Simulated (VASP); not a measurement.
Wanted: the native input for a VASP 6.6.1 run.

| Quantity | Value |
| --- | --- |
| Task | relaxation of cell and atoms |
| Functional | PBE |
| Potentials or basis | VASP PAW PBE potentials, release 64 (S) |
| Cutoff | 600 eV |
| k mesh | 17 × 17 × 17 |
| Occupations | fermi-dirac, width 0.08 eV |
| Spin | no spin polarisation |
| Target pressure | 2.3 GPa |
| Dipole correction | no |
| Further INCAR settings | ALGO = Normal; EDIFF = 1e-06; IBRION = 2; EDIFFG = -0.005; NSW = 60; ISIF = 3 |

The structure of S lies in POSCAR:

```
S
1.0
   -1.5692866088      1.5692866088      1.5692866088
    1.5692866088     -1.5692866088      1.5692866088
    1.5692866088      1.5692866088     -1.5692866088
S
1
Direct
    0.0000000000      0.0000000000      0.0000000000
```

This isn't the form of S at room conditions, which is orthorhombic, of S8 rings.

The input as run:

INCAR

```
SYSTEM = S
ALGO     = Normal         ! electronic algorithm
EDIFF    = 1E-6           ! SCF threshold, eV
EDIFFG   = -0.005         ! ionic threshold
ENCUT    = 600            ! plane-wave cutoff, eV
GGA      = PE             ! functional
IBRION   = 2              ! ionic algorithm
ISIF     = 3              ! what is computed and relaxed
ISMEAR   = -1             ! smearing method
LASPH    = .TRUE.         ! aspherical terms in the spheres
LCHARG   = .FALSE.        ! write CHGCAR
LREAL    = .FALSE.        ! projectors in reciprocal space
LWAVE    = .FALSE.        ! write WAVECAR
NELM     = 60             ! most SCF steps
NSW      = 60             ! ionic steps
PREC     = Accurate       ! precision mode
PSTRESS  = 23.0         
SIGMA    = 0.08           ! smearing width, eV
```

KPOINTS

```
k-points
0
G
  17 17 17
  0 0 0
```

Potentials or basis: VASP PAW PBE potentials, release 64 (S).

Run with:

```bash
$ cat potpaw_PBE.64/S/POTCAR > POTCAR
$ mpirun -np 1 vasp_std > vasp.out
```

Results of the run:

```yaml
Relaxed_volume: 15.31 Å³/atom
Relaxed_cell: a = 2.709 Å, b = 2.709 Å, c = 2.709 Å, α = 109.47°, β = 109.47°, γ = 109.47°
Space_group_after_relaxing_to_0.1_Å: Im-3m (No. 229)
Energy_change_on_relaxing_the_run_minimises_the_enthalpy: +1.8 meV/atom
Ionic_steps: 3
Pressure_after_relaxing: 2.3 GPa
Band_gap_on_the_k_mesh: zero (bands 3 and 4 overlap by 7.26 eV)
```

Caveat: the cell is relaxed towards a set pressure, so the run minimises the enthalpy, not the energy.

Wall time 24 s on 1 thread of Intel Xeon 8259CL, on a shared host, peak memory 0.15 GiB.
